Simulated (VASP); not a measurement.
Runs of VASP 6.6.1 on Si. The structure is that of space group I4/mmm (No. 139), or close to it. The cells are those of the table. 

```tsv
task	cell	k mesh	cutoff (eV)	gap on the mesh (eV)	pressure (GPa)	relaxed volume (Å³/atom)
single point	a = 2.689 Å, angles 121.1, 104.0, 104.0°, 1 atom	26 × 26 × 26	520	none	0.0	-
single point	a = 3.090 Å, angles 116.0, 115.8, 97.3°, 1 atom	8 × 8 × 8	520	none	-14.9	-
relaxation of cell and atoms	relaxed from a = 3.090 Å, angles 116.0, 115.8, 97.3°, 1 atom	8 × 8 × 8	600	none	0.0	(a)
relaxation of cell and atoms	relaxed from a = 2.669 Å, angles 113.9, 112.2, 102.6°, 1 atom	26 × 26 × 26	600	none	0.0	14.49
single point	a = 2.669 Å, angles 113.9, 112.2, 102.6°, 1 atom	8 × 8 × 8	520	none	0.0	-
```

Alike in all rows: level PBE; potentials or basis VASP PAW PBE potentials, release 64 (Si); no spin polarisation; smearing gaussian 0.1 eV.

Q: Estimate the missing entries.

A: (a) 14.48.

Caveats: some runs use coarse meshes; the volume moved by over 15 % at a fixed basis, so the end points are rough (some runs).

A gap of «none» marks levels without a gap at the run's occupations.
